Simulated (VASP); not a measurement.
A run of VASP 6.6.1 is set up as follows.

Contents of INCAR:

```
ALGO     = Normal         # electronic algorithm
EDIFF    = 1E-7           # SCF threshold, eV
EDIFFG   = -0.08          # ionic threshold
ENCUT    = 600            # plane-wave cutoff, eV
GGA      = PE             # functional
GGA_COMPAT= False        
IBRION   = 2              # ionic algorithm
ISIF     = 3              # what is computed and relaxed
ISMEAR   = 0              # smearing method
LASPH    = True           # aspherical terms in the spheres
LCHARG   = False          # write CHGCAR
LMAXMIX  = 6              # l up to which the mixer works
LREAL    = False          # projectors in reciprocal space
LWAVE    = False          # write WAVECAR
NELM     = 200            # most SCF steps
NELMIN   = 4            
NSW      = 36             # ionic steps
PREC     = Accurate       # precision mode
SIGMA    = 0.2            # smearing width, eV
```

File KPOINTS:

```
k-points
0
Gamma
  3 3 3
```

Contents of POSCAR:

```
Ho2Sb2N
1.0
    5.8387297600      0.0000000000      0.0000000000
    0.0000000000      5.8387297600      0.0000000000
    0.0000000000      0.0000000000      7.1103616600
Ho Sb N
4 4 2
Direct
    0.7227403000      0.2772597000      0.0000000000
    0.2772597000      0.7227403000      0.0000000000
    0.2227403000      0.2227403000      0.5000000000
    0.7772597000      0.7772597000      0.5000000000
    0.0000000000      0.0000000000      0.1846667800
    0.5000000000      0.5000000000      0.6846667800
    0.5000000000      0.5000000000      0.3153332200
    0.0000000000      0.0000000000      0.8153332200
    0.0000000000      0.0000000000      0.5000000000
    0.5000000000      0.5000000000      0.0000000000
```

Potentials or basis: VASP PAW PBE potentials, release 64 (Ho_3, Sb, N), 4f in core.

Command:

```bash
$ cat potpaw_PBE.64/Ho_3/POTCAR potpaw_PBE.64/Sb/POTCAR potpaw_PBE.64/N/POTCAR > POTCAR
$ mpirun -np 1 vasp_std > vasp.out
```

Estimate the band gap on the k mesh.

zero (bands 33 and 34 overlap by 1.15 eV).

What does it give for the space group after relaxing (to 0.1 Å)?

P4_2/mnm (No. 136).

Predict the relaxed volume.

35.71 Å³/atom.

The path:
```csv
step,energy change (eV),largest force (eV/Å),pressure (GPa),volume (Å³)
1,0.0000,4.3733,40.72,242.40
2,-2.7644,1.9340,-8.96,528.83
3,-10.6890,2.2483,-1.02,353.56
4,-10.7239,2.2048,-0.29,348.30
5,-10.7328,2.1668,0.31,344.26
6,-11.3822,0.4875,-0.12,352.60
7,-11.4096,0.1070,-0.01,354.78
8,-11.4229,0.1372,0.04,354.79
9,-11.4316,0.1850,0.14,354.76
10,-11.4408,0.0923,-0.07,356.72
11,-11.4426,0.0986,-0.21,358.14
12,-11.4416,0.1213,0.25,355.87
13,-11.4442,0.0059,-0.01,357.12
```

Caveat: the volume moved by over 15 % at a fixed basis, so the end points are rough; spin-orbit coupling is left out, which moves the levels of the heavy elements; the 4f electrons are frozen in the core, so they carry no moment and show no levels; the run has no spin polarisation, though such a crystal can be magnetic. With open d or f shells a metallic result of PBE can be an artefact of self-interaction; +U or a hybrid may open a gap.
